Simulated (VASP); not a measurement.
# Na (Pm-3m) in VASP: relaxation of cell and atoms with LDA

Aim: the relaxation of cell and atoms of Na with LDA.

All numbers are computed with VASP 6.6.1; they aren't measurements. Logs are shortened: lines on timing, memory, paths and dates and some standing lists are left out, and cuts for length are marked.

## Step 1: The cell of the first run

The structure is cubic, space group Pm-3m (No. 221). Conventional cell: a = 3.304 Å, b = 3.304 Å, c = 3.304 Å, α = 90.00°, β = 90.00°, γ = 90.00°. Na (site symmetry m-3m) has 6 Na at 3.30 Å within 4.3 Å.

This isn't the form of Na at room conditions, which is bcc.

## Step 2: Relaxation of cell and atoms, LDA

Contents of INCAR:

```
PREC = Accurate
ENCUT = 600
EDIFF = 1E-6
ISMEAR = -1
SIGMA = 0.05
LREAL = False
LASPH = True
NELM = 100
ALGO = Normal
ISIF = 3
LWAVE = False
LCHARG = False
IBRION = 2
NSW = 60
EDIFFG = -0.005
```

Contents of KPOINTS:

```
Automatic mesh
0
Gamma
  12 12 12
```

Contents of POSCAR:

```
Na
1.0
    3.3040611159      0.0000000000      0.0000000000
    0.0000000000      3.3040611159      0.0000000000
    0.0000000000      0.0000000000      3.3040611159
Na
1
Direct
    0.0000000000      0.0000000000      0.0000000000
```

Potentials or basis: VASP PAW LDA potentials, release 64 (Na_pv).

Started as:

```sh
$ cat potpaw_LDA.64/Na_pv/POTCAR > POTCAR
$ mpirun -np 1 vasp_std > vasp.out
```

OUTCAR:

```text
PREC = Accurate
   ENCUT = 600
   EDIFF = 1E-6
   ISMEAR = -1
   LREAL = False
   LASPH = True
   NELM = 100
   ISIF = 3
   IBRION = 2
   NSW = 60
   EDIFFG = -0.005

 ion  position               nearest neighbor table
   1  0.000  0.000  0.000-

  LATTYP: Found a simple cubic cell.
 ALAT       =     3.3040611159

  Lattice vectors:

 A1 = (   3.3040611159,   0.0000000000,   0.0000000000)
 A2 = (   0.0000000000,   3.3040611159,   0.0000000000)
 A3 = (   0.0000000000,   0.0000000000,   3.3040611159)

Analysis of symmetry for initial positions (statically):
=====================================================================
 Subroutine PRICEL returns:
 Original cell was already a primitive cell.

 Routine SETGRP: Setting up the symmetry group for a
 simple cubic supercell.

 Subroutine GETGRP returns: Found 48 space group operations
 (whereof 48 operations were pure point group operations)
 out of a pool of 48 trial point group operations.

The static configuration has the point symmetry O_h .

Analysis of symmetry for dynamics (positions and initial velocities):
=====================================================================
 Subroutine PRICEL returns:
 Original cell was already a primitive cell.

 Routine SETGRP: Setting up the symmetry group for a
 simple cubic supercell.

 Subroutine GETGRP returns: Found 48 space group operations
 (whereof 48 operations were pure point group operations)
 out of a pool of 48 trial point group operations.

The dynamic configuration has the point symmetry O_h .

 Subroutine INISYM returns: Found 48 space group operations
 (whereof 48 operations are pure point group operations),
 and found     1 'primitive' translations

----------------------------------------------------------------------------------------

                                     Primitive cell

  volume of cell :      36.0698

  direct lattice vectors                    reciprocal lattice vectors
     3.304061116  0.000000000  0.000000000     0.302657840  0.000000000  0.000000000
     0.000000000  3.304061116  0.000000000     0.000000000  0.302657840  0.000000000
     0.000000000  0.000000000  3.304061116     0.000000000  0.000000000  0.302657840

  length of vectors
[... 91 lines left out ...]
   NELECT =       7.0000    total number of electrons
   NUPDOWN=      -1.0000    fix difference up-down
   EMIN   =  10.00;   EMAX   =-10.00  energy-range for DOS
   EFERMI =   0.00;   METHOD = LEGACY
   ISMEAR =    -1;   SIGMA  =   0.05  broadening in eV -4-tet -1-fermi 0-gaus
   EFERMI_NEDOS =   21; number of points for ismear=-14 and -15
   IALGO  =     38    algorithm
   IMIX   =      4    mixing-type and parameters
     AMIX     =   0.40;   BMIX     =  1.00
     AMIX_MAG =   1.60;   BMIX_MAG =  1.00
  volume/ion in A,a.u.               =      36.07       243.41
  Fermi-wavevector in a.u.,A,eV,Ry     =   0.947821  1.791121 12.222981  0.898364
  Thomas-Fermi vector in A             =   2.075950
   LORBIT       =      0    0 simple, 1 ext, 2 COOP (PROOUT), +10 PAW based schemes
   GGA     = CA    functional components
   LHFCALC =     F    Hartree Fock is set to
   AEXX    =    0.0000 exact exchange contribution
   IVDW    =     0    specifies the selected vdW correction
   LEPSILON=     F    determine dielectric tensor
   LRPA    =     F    only Hartree local field effects (RPA)
 conjugate gradient relaxation of ions
 non-spin polarized calculation
  energy-cutoff  :      600.00
  volume of cell :       36.07
 maximum number of plane-waves:      1228
 NGX is ok and might be reduce to    28
   NGX = 13   NGY = 13   NGZ = 13

--------------------------------------- Ionic step        1  -------------------------------------------

 number of electron       6.9999990 magnetization

 Free energy of the ion-electron system (eV)
  ---------------------------------------------------
  ext. energy  EPLUGINS =         0.00000000
  ---------------------------------------------------
  free energy    TOTEN  =        -1.33309518 eV

  energy without entropy =       -1.32863277  energy(sigma->0) =       -1.33086397

------------------------ aborting loop because EDIFF is reached ----------------------------------------

  FORCE on cell =-STRESS in cart. coord.  units (eV):
  Direction    XX          YY          ZZ          XY          YZ          ZX
  --------------------------------------------------------------------------------------
  -------------------------------------------------------------------------------------
  Total       -0.0243248     -0.0243248     -0.0243248      0.0000000     -0.0000000      0.0000000
  in kB       -1.0804778     -1.0804778     -1.0804778      0.0000000     -0.0000000      0.0000000
  external PRESSURE =      -1.0804778 kB  Pullay stress =       0.0000000 kB
[... 92 lines left out ...]
--------------------------------------- Ionic step        4  -------------------------------------------

 number of electron       6.9999990 magnetization

 Free energy of the ion-electron system (eV)
  ---------------------------------------------------
  ext. energy  EPLUGINS =         0.00000000
  ---------------------------------------------------
  free energy    TOTEN  =        -1.33319704 eV

  energy without entropy =       -1.32873849  energy(sigma->0) =       -1.33096777

 E-fermi :   0.2820     XC(G=0):  -6.8186

 val. band max:        0.2008390263   @ k =   0.3333   0.2500   0.2500
 cond. band min:       0.2933799425   @ k =   0.4167   0.2500   0.0833
 fundamental gap:      0.0925409162
 Fermi energy:         0.2820194122

 k-point     1 :       0.0000    0.0000    0.0000
  band No.  band energies     occupation
      1     -24.8075      2.00000
      2     -24.8075      2.00000
      3     -24.8075      2.00000
      4      -3.0878      2.00000
      5       8.8893      0.00000
      6       8.8893      0.00000
      7      10.3924      0.00000
[... 221 lines left out ...]
 k-point    24 :       0.4167    0.3333    0.0000
  band No.  band energies     occupation
      1     -24.8642      2.00000
      2     -24.8508      2.00000
      3     -24.7980      2.00000
      4       0.8521      0.00002
      5       3.0533      0.00000
      6       5.3121      0.00000
      7       7.4533      0.00000

 [... further k-points ...]

------------------------ aborting loop because EDIFF is reached ----------------------------------------

  FORCE on cell =-STRESS in cart. coord.  units (eV):
  Direction    XX          YY          ZZ          XY          YZ          ZX
  --------------------------------------------------------------------------------------
  -------------------------------------------------------------------------------------
  Total       -0.0004682     -0.0004682     -0.0004682      0.0000000      0.0000000     -0.0000000
  in kB       -0.0209724     -0.0209724     -0.0209724      0.0000000      0.0000000     -0.0000000
  external PRESSURE =      -0.0209724 kB  Pullay stress =       0.0000000 kB
[... 16 lines left out ...]
  FREE ENERGIE OF THE ION-ELECTRON SYSTEM (eV)
  ---------------------------------------------------
  free  energy   TOTEN  =        -1.3331970361 eV

  energy  without entropy=       -1.3287384944  energy(sigma->0) =       -1.33096777

 reached required accuracy - stopping structural energy minimisation
```

OSZICAR:

```text
N       E                     dE             d eps       ncg     rms          rms(c)
DAV:   1     0.216032327605E+02    0.21603E+02   -0.41125E+03  1176   0.911E+02
DAV:   2    -0.888908983918E+00   -0.22492E+02   -0.22477E+02  1211   0.143E+02
DAV:   3    -0.133233066737E+01   -0.44342E+00   -0.44342E+00  1477   0.294E+01
DAV:   4    -0.133662839161E+01   -0.42977E-02   -0.42977E-02  1351   0.265E+00
[... 21 lines left out ...]
DAV:   1    -0.133358612964E+01   -0.41523E-03   -0.12344E-02  1176   0.246E+00    0.126E-01
DAV:   2    -0.133330396951E+01    0.28216E-03   -0.32521E-04  1218   0.381E-01    0.649E-02
DAV:   3    -0.133320376510E+01    0.10020E-03   -0.15327E-04  1204   0.248E-01    0.593E-03
DAV:   4    -0.133319721186E+01    0.65532E-05   -0.60737E-06  1190   0.573E-02    0.827E-04
DAV:   5    -0.133319703610E+01    0.17576E-06   -0.87544E-08   616   0.751E-03
   4 F= -.13331970E+01 E0= -.13309678E+01  d E =-.101856E-03
```

Run time: 21 s. Hardware: 1 thread of Intel Xeon Platinum 8375C at 2.90GHz (Ice Lake), shared host; peak memory 0.14 GiB.

Results:

| Property | Result |
| --- | --- |
| Free energy | -1.3332 eV |
| Relaxed volume | 35.77 Å³/atom |
| Relaxed cell | a = 3.295 Å, b = 3.295 Å, c = 3.295 Å, α = 90.00°, β = 90.00°, γ = 90.00° |
| Space group after relaxing (to 0.1 Å) | Pm-3m (No. 221) |
| Energy gained by relaxing | 0.1 meV/atom |
| Ionic steps | 4 |
| Pressure after relaxing | 0.0 GPa |
| Band gap on the k mesh | zero (an odd number of electrons rules out a gap without spin polarisation) |

Step by step:
```tsv
step	energy change (eV)	largest force (eV/Å)	pressure (GPa)	volume (Å³)
1	0.0000	0.0000	-0.11	36.07
2	-0.0001	0.0000	-0.03	35.94
3	-0.0001	0.0000	-0.03	35.89
4	-0.0001	0.0000	0.00	35.77
```

Final structure:
```
Na
1.0
     3.29492    0.00000    0.00000
     0.00000    3.29492    0.00000
     0.00000    0.00000    3.29492
Na
1
Direct
  0.00000 0.00000 0.00000
```
